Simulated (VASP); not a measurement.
# TiAl3 (I4/mmm) in VASP: further runs

TiAl3 is run at these levels: LDA; tasks: single point.

Program: VASP 6.6.1. These are calculated values, not measurements. Logs are shortened: lines on timing, memory, paths and dates and some standing lists are left out, and cuts for length are marked.

### 1 The cell of the first run

Symmetry: I4/mmm, No. 139, tetragonal system. The conventional cell has a = 3.909 Å, b = 3.909 Å, c = 8.775 Å, α = 90.00°, β = 90.00°, γ = 90.00°. Ti (site symmetry 4/mmm) has 12 Al at 2.76 to 2.94 Å within 3.6 Å. Al (site symmetry 4/mmm) has 4 Ti at 2.76 Å and 8 Al at 2.94 Å within 3.6 Å. Within 3.6 Å of Al (site symmetry -4m2) lie 8 Al at 2.76 to 2.94 Å and 4 Ti at 2.94 Å.

### 2 Single point, LDA (16.76 Å³/atom)

INCAR

```
SYSTEM = TiAl3
ALGO = Fast ; EDIFF = 1E-6
ENCUT = 520 ; GGA = CA
ISIF = 2 ; ISMEAR = 0
LASPH = .TRUE. ; LCHARG = .TRUE.
LELF = .TRUE. ; LREAL = .FALSE.
LVHAR = .TRUE. ; LWAVE = .FALSE.
NBANDS = 18 ; NELM = 100
PREC = Accurate ; SIGMA = 0.15
```

KPOINTS

```
k-points
0
G
  16 16 16
  0 0 0
```

POSCAR

```
TiAl3
1.0
   -1.9542794943      1.9542794943      4.3875584939
    1.9542794943     -1.9542794943      4.3875584939
    1.9542794943      1.9542794943     -4.3875584939
Ti Al
1 3
Direct
    0.0000000000      0.0000000000      0.0000000000
    0.5000000000      0.5000000000      0.0000000000
    0.7500000000      0.2500000000      0.5000000000
    0.2500000000      0.7500000000      0.5000000000
```

Potentials or basis: VASP PAW LDA potentials, release 64 (Ti_sv, Al).

The run is started by

```console
$ cat potpaw_LDA.64/Ti_sv/POTCAR potpaw_LDA.64/Al/POTCAR > POTCAR
$ mpirun -np 1 vasp_std > vasp.out
```

OUTCAR:

```text
SYSTEM = TiAl3
   EDIFF = 1E-6
   ENCUT = 520
   GGA = CA
   ISIF = 2
   ISMEAR = 0
   LASPH = .TRUE.
   LREAL = .FALSE.
   NELM = 100
   PREC = Accurate

 ion  position               nearest neighbor table
   1  0.000  0.000  0.000-   2 2.76   2 2.76   2 2.76   2 2.76   4 2.94   3 2.94   4 2.94   3 2.94
                             3 2.94   3 2.94   4 2.94   4 2.94
   2  0.500  0.500  0.000-   1 2.76   1 2.76   1 2.76   1 2.76   4 2.94   3 2.94   4 2.94   3 2.94
                             4 2.94   4 2.94   3 2.94   3 2.94
   3  0.750  0.250  0.500-   4 2.76   4 2.76   4 2.76   4 2.76   2 2.94   1 2.94   2 2.94   1 2.94
                             2 2.94   2 2.94   1 2.94   1 2.94
   4  0.250  0.750  0.500-   3 2.76   3 2.76   3 2.76   3 2.76   2 2.94   1 2.94   2 2.94   1 2.94
                             1 2.94   1 2.94   2 2.94   2 2.94

  LATTYP: Found a body centered tetragonal cell.
 ALAT       =     3.9085589886
 C/A-ratio  =     2.2451028661

  Lattice vectors:

 A1 = (  -1.9542794943,   1.9542794943,   4.3875584939)
 A2 = (   1.9542794943,  -1.9542794943,   4.3875584939)
 A3 = (   1.9542794943,   1.9542794943,  -4.3875584939)

Analysis of symmetry for initial positions (statically):
=====================================================================
 Subroutine PRICEL returns:
 Original cell was already a primitive cell.

 Routine SETGRP: Setting up the symmetry group for a
 body centered tetragonal supercell.

 Subroutine GETGRP returns: Found 16 space group operations
 (whereof 16 operations were pure point group operations)
 out of a pool of 16 trial point group operations.

The static configuration has the point symmetry D_4h.

Analysis of symmetry for dynamics (positions and initial velocities):
=====================================================================
 Subroutine PRICEL returns:
 Original cell was already a primitive cell.

 Routine SETGRP: Setting up the symmetry group for a
 body centered tetragonal supercell.

 Subroutine GETGRP returns: Found 16 space group operations
 (whereof 16 operations were pure point group operations)
 out of a pool of 16 trial point group operations.

The dynamic configuration has the point symmetry D_4h.

 Subroutine INISYM returns: Found 16 space group operations
 (whereof 16 operations are pure point group operations),
 and found     1 'primitive' translations

----------------------------------------------------------------------------------------

                                     Primitive cell

  volume of cell :      67.0280

  direct lattice vectors                    reciprocal lattice vectors
    -1.954279494  1.954279494  4.387558494     0.000000000  0.255848768  0.113958595
     1.954279494 -1.954279494  4.387558494     0.255848768  0.000000000  0.113958595
     1.954279494  1.954279494 -4.387558494     0.255848768  0.255848768  0.000000000

  length of vectors
     5.185468756  5.185468756  5.185468756     0.280080619  0.280080619  0.361824797

  position of ions in fractional coordinates (direct lattice)
     0.000000000  0.000000000  0.000000000
     0.500000000  0.500000000  0.000000000
     0.750000000  0.250000000  0.500000000
     0.250000000  0.750000000  0.500000000

  ion indices of the primitive-cell ions
   primitive index   ion index
                 1           1
                 2           2
                 3           3
                 4           4

----------------------------------------------------------------------------------------

 KPOINTS: k-points

Automatic generation of k-mesh.
 Grid dimensions read from file:
 generate k-points for:   16   16   16

 Generating k-lattice:

  Cartesian coordinates                     Fractional coordinates (reciprocal lattice)
     0.000000000  0.015990548  0.007122412     0.062500000  0.000000000  0.000000000
     0.015990548  0.000000000  0.007122412     0.000000000  0.062500000  0.000000000
     0.015990548  0.015990548  0.000000000     0.000000000  0.000000000  0.062500000

  Length of vectors
     0.017505039  0.017505039  0.022614050

  Shift w.r.t. Gamma in fractional coordinates (k-lattice)
     0.000000000  0.000000000  0.000000000

 Subroutine IBZKPT returns following result:
 ===========================================

 Found    349 irreducible k-points:

 Following reciprocal coordinates:
            Coordinates               Weight
  0.000000  0.000000  0.000000      1.000000
  0.062500 -0.000000  0.000000      8.000000
  0.125000 -0.000000  0.000000      8.000000
  0.187500 -0.000000  0.000000      8.000000
  0.250000 -0.000000  0.000000      8.000000
  0.312500 -0.000000  0.000000      8.000000
[... 16 lines left out ...]
 -0.125000  0.062500 -0.000000     16.000000
 -0.062500  0.062500  0.000000      4.000000
 [... further k-points ...]
   k-points           NKPTS =    349   k-points in BZ     NKDIM =    349   number of bands    NBANDS=     18
   number of dos      NEDOS =    301   number of ions     NIONS =      4
   total plane-waves  NPLWV =  64000
   dimension x,y,z NGX =    40 NGY =   40 NGZ =   40
   dimension x,y,z NGXF=    80 NGYF=   80 NGZF=   80
   ions per type =               1   3
   NGX,Y,Z   is equivalent  to a cutoff of  12.82, 12.82, 12.82 a.u.
   NGXF,Y,Z  is equivalent  to a cutoff of  25.65, 25.65, 25.65 a.u.
 SYSTEM =  TiAl3
   PREC   = accura    normal or accurate (medium, high low for compatibility)
   ISTART =      0    job   : 0-new  1-cont  2-samecut
   ICHARG =      2    charge: 1-file 2-atom 10-const
   ISPIN  =      1    spin polarized calculation?
   LNONCOLLINEAR =      F non collinear calculations
   LSORBIT =      F    spin-orbit coupling
   LASPH  =      T    aspherical Exc in radial PAW
   ENCUT  =  520.0 eV  38.22 Ry    6.18 a.u.   9.64  9.64  9.64*2*pi/ulx,y,z
   NELM   =    100;   NELMIN=  2; NELMDL= -5     # of ELM steps
   EDIFF  = 0.1E-05   stopping-criterion for ELM
   LREAL  =      F    real-space projection
   EDIFFG = 0.1E-04   stopping-criterion for IOM
   NSW    =      0    number of steps for IOM
   IBRION =     -1    ionic relax: 0-MD 1-quasi-New 2-CG
   NFREE  =      0    steps in history (QN), initial steepest desc. (CG)
   ISIF   =      2    stress and relaxation
   ISYM   =      2    0-nonsym 1-usesym 2-fastsym
   POTIM  = 0.5000    time-step for ionic-motion
   TEBEG  =    0.0;   TEEND  =   0.0 temperature during run
   PSTRESS=    0.0 pullay stress
   NELECT =      21.0000    total number of electrons
   NUPDOWN=      -1.0000    fix difference up-down
   EMIN   =  10.00;   EMAX   =-10.00  energy-range for DOS
   EFERMI =   0.00;   METHOD = LEGACY
   ISMEAR =     0;   SIGMA  =   0.15  broadening in eV -4-tet -1-fermi 0-gaus
   EFERMI_NEDOS =   21; number of points for ismear=-14 and -15
   IALGO  =     68    algorithm
   IMIX   =      4    mixing-type and parameters
     AMIX     =   0.40;   BMIX     =  1.00
     AMIX_MAG =   1.60;   BMIX_MAG =  1.00
  volume/ion in A,a.u.               =      16.76       113.08
  Fermi-wavevector in a.u.,A,eV,Ry     =   1.111892  2.101171 16.820927  1.236303
  Thomas-Fermi vector in A             =   2.248460
   LORBIT       =      0    0 simple, 1 ext, 2 COOP (PROOUT), +10 PAW based schemes
   GGA     = CA    functional components
   LHFCALC =     F    Hartree Fock is set to
   AEXX    =    0.0000 exact exchange contribution
   IVDW    =     0    specifies the selected vdW correction
   LEPSILON=     F    determine dielectric tensor
   LRPA    =     F    only Hartree local field effects (RPA)
 non-spin polarized calculation
 RMM-DIIS sequential band-by-band and
 Gauss-broadening in eV      SIGMA  =   0.15
  energy-cutoff  :      520.00
  volume of cell :       67.03
 maximum number of plane-waves:      1828
   NGX = 19   NGY = 19   NGZ = 19

 number of electron      21.0000001 magnetization

 Free energy of the ion-electron system (eV)
  ---------------------------------------------------
  ext. energy  EPLUGINS =         0.00000000
  ---------------------------------------------------
  free energy    TOTEN  =       -22.59996518 eV

  energy without entropy =      -22.57928190  energy(sigma->0) =      -22.58962354

 E-fermi :   7.4510     XC(G=0): -10.7061

 val. band max:        7.4507330197   @ k =   0.3750   0.1875   0.0000
 cond. band min:       7.4592046860   @ k =  -0.1250   0.3750   0.0625
 fundamental gap:      0.0084716663
 Fermi energy:         7.4510370503

 k-point     1 :       0.0000    0.0000    0.0000
  band No.  band energies     occupation
      1     -48.4779      2.00000
      2     -25.1662      2.00000
      3     -25.1662      2.00000
      4     -25.0882      2.00000
      5      -2.2642      2.00000
      6       4.6154      2.00000
[... 10 lines left out ...]
     17      10.9464      0.00000
     18      10.9476      0.00000

 k-point     2 :       0.0625   -0.0000    0.0000
  band No.  band energies     occupation
      1     -48.4779      2.00000
      2     -25.1671      2.00000
      3     -25.1662      2.00000
      4     -25.0882      2.00000
      5      -2.2178      2.00000
      6       4.4023      2.00000
[... 10 lines left out ...]
     17      10.9629      0.00000
     18      11.2691      0.00000

 k-point     3 :       0.1250   -0.0000    0.0000
  band No.  band energies     occupation
      1     -48.4777      2.00000
      2     -25.1694      2.00000
      3     -25.1660      2.00000
      4     -25.0881      2.00000
      5      -2.0790      2.00000
      6       4.0984      2.00000
[... 10 lines left out ...]
     17      11.0353      0.00000
     18      11.9574      0.00000

 k-point     4 :       0.1875   -0.0000    0.0000
  band No.  band energies     occupation
      1     -48.4776      2.00000
      2     -25.1729      2.00000
      3     -25.1658      2.00000
      4     -25.0879      2.00000
      5      -1.8494      2.00000
      6       3.7707      2.00000
[... 375 lines left out ...]
      4     -25.0878      2.00000
      5      -1.8484      2.00000
      6       4.0813      2.00000
[... 10 lines left out ...]
     17      11.3272      0.00000
     18      12.7050      0.00000

 k-point    23 :      -0.1250    0.0625   -0.0000
  band No.  band energies     occupation
      1     -48.4777      2.00000
      2     -25.1693      2.00000
      3     -25.1668      2.00000
      4     -25.0879      2.00000
      5      -2.0630      2.00000
      6       4.4599      2.00000
[... 10 lines left out ...]
     17      11.1886      0.00000
     18      12.0346      0.00000

 k-point    24 :      -0.0625    0.0625    0.0000
  band No.  band energies     occupation
      1     -48.4778      2.00000
      2     -25.1670      2.00000
      3     -25.1669      2.00000
      4     -25.0881      2.00000
      5      -2.1866      2.00000
      6       4.6805      2.00000
[... 10 lines left out ...]
     17      11.0804      0.00000
     18      11.4036      0.00000

 [... further k-points ...]
[... 5 lines left out ...]
  --------------------------------------------------------------------------------------
  -------------------------------------------------------------------------------------
  Total       -4.0611739     -4.0611739     -3.8554548      0.0000000      0.0000000      0.0000000
  in kB      -97.0746675    -97.0746675    -92.1573412      0.0000000      0.0000000      0.0000000
  external PRESSURE =     -95.4355587 kB  Pullay stress =       0.0000000 kB

 VOLUME and BASIS-vectors are now :
 -----------------------------------------------------------------------------
  energy-cutoff  :      520.00
  volume of cell :       67.03
      direct lattice vectors                 reciprocal lattice vectors
    -1.954279494  1.954279494  4.387558494     0.000000000  0.255848768  0.113958595
     1.954279494 -1.954279494  4.387558494     0.255848768  0.000000000  0.113958595
     1.954279494  1.954279494 -4.387558494     0.255848768  0.255848768  0.000000000

 POSITION                                       TOTAL-FORCE (eV/Angst)
 -----------------------------------------------------------------------------------
      0.00000      0.00000      0.00000        -0.000000     -0.000000     -0.000000
      0.00000      0.00000      4.38756        -0.000000     -0.000000     -0.000000
     -0.00000      1.95428      2.19378        -0.000000      0.000000      0.000000
      1.95428     -0.00000      2.19378         0.000000     -0.000000      0.000000
 -----------------------------------------------------------------------------------
    total drift:                               -0.000000     -0.000000     -0.000000

  FREE ENERGIE OF THE ION-ELECTRON SYSTEM (eV)
  ---------------------------------------------------
  free  energy   TOTEN  =       -22.5999651787 eV

  energy  without entropy=      -22.5792818959  energy(sigma->0) =      -22.58962354
```

Run time: 18 min. Hardware: 1 thread of Intel Xeon Platinum 8488C (Sapphire Rapids), shared host; peak memory 0.5 GiB.

What came out:

| Item | Value |
| --- | --- |
| Free energy | -22.6000 eV |
| Pressure | -9.5 GPa |
| Band gap on the k mesh | zero (an odd number of electrons rules out a gap without spin polarisation) |

Levels at points of the mesh, in eV from the Fermi level:
| k point | band 8 | band 9 | band 10 | band 11 | band 12 | band 13 | band 14 | band 15 |
| --- | --- | --- | --- | --- | --- | --- | --- | --- |
| (0.00, 0.00, 0.00) | -1.28 | -1.15 | -1.15 | 0.77 | 1.66 | 1.66 | 1.96 | 2.30 |
| (0.50, 0.00, 0.00) | -2.94 | -1.00 | -0.24 | 0.46 | 1.60 | 2.02 | 2.50 | 3.04 |
| (0.50, 0.50, 0.00) | -3.53 | -2.57 | -2.15 | -0.92 | 1.59 | 1.72 | 2.61 | 2.62 |
| (0.50, 0.50, 0.50) | -0.89 | -0.89 | -0.20 | 0.66 | 0.66 | 0.87 | 2.97 | 4.10 |

Caveat: the cell stands under tension.

(Part 1 of 3 ends here.)
